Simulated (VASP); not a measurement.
Input of a VASP 6.6.1 run:

File INCAR:

```
ALGO = Fast ; EDIFF = 1E-7
ENCUT = 520 ; GGA = PS
ISIF = 2 ; ISMEAR = 0
LASPH = True ; LCHARG = True
LELF = True ; LREAL = False
LVHAR = True ; LWAVE = False
NBANDS = 60 ; NELM = 100
PREC = Accurate ; SIGMA = 0.1
```

Contents of KPOINTS:

```
k-points
0
Gamma
  12 12 2
```

POSCAR

```
Ag
1.0
    2.9261160032      0.0000000000      0.0000000000
   -1.4630580016      2.5340907932      0.0000000000
    0.0000000000      0.0000000000     20.6568750036
Ag
9
Direct
    0.0000000000      0.0000000000      0.0000000000
    0.0000000000      0.0000000000      0.7776264046
    0.3333333333      0.6666666667      0.8890402621
    0.6666666667      0.3333333333      0.3333333333
    0.6666666667      0.3333333333      0.1109597379
    0.0000000000      0.0000000000      0.2223735954
    0.3333333333      0.6666666667      0.6666666667
    0.3333333333      0.6666666667      0.4442930712
    0.6666666667      0.3333333333      0.5557069288
```

Potentials or basis: VASP PAW PBE potentials, release 64 (Ag).

Launch:

```console
$ cat potpaw_PBE.64/Ag/POTCAR > POTCAR
$ mpirun -np 1 vasp_std > vasp.out
```

Task: What does it give for the pressure?

Result: -2.2 GPa.

Task: Estimate the band gap on the k mesh.

Result: Zero (an odd number of electrons rules out a gap without spin polarisation).

Stress tensor (GPa, compression positive):
```
-3.19  0.00  0.00
 0.00 -3.19  0.00
 0.00  0.00 -0.20
```

Caveat: the cell differs from its parent crystal (biaxial strain in the a-b plane: +2.0 %, then relaxed in part); the PAW data sets were made with another functional, which shifts forces and pressure a little.
